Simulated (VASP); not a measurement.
Crystal: Zr.

```
Zr
1.0
     3.25340    0.00000    0.00000
    -1.62670    2.81753    0.00000
     0.00000    0.00000    5.18109
Zr
2
Direct
  0.66667 0.33333 0.75000
  0.33333 0.66667 0.25000
```

This cell differs from its parent crystal: volume scaled by 1.02.

Base run:

- Program: VASP 6.6.1
- Functional: PBEsol
- Potentials or basis: VASP PAW PBE potentials, release 64 (Zr_sv)
- Cutoff: 520 eV
- k mesh: 9 × 9 × 5
- Occupations: fermi-dirac, width 0.05 eV
- Spin: no spin polarisation

Its results: band gap on the k mesh zero (band 12 reaches 9.50 eV, above the bottom of band 13 at 8.39 eV); pressure -4.9 GPa.

Q: The run is repeated on the same cell with these changes: functional from PBEsol to r2SCAN. What comes out?

A: Band gap on the k mesh zero (band 12 reaches 9.80 eV, above the bottom of band 13 at 8.49 eV); pressure -1.1 GPa.

Caveats: the PAW data sets were made with another functional, which shifts forces and pressure a little.
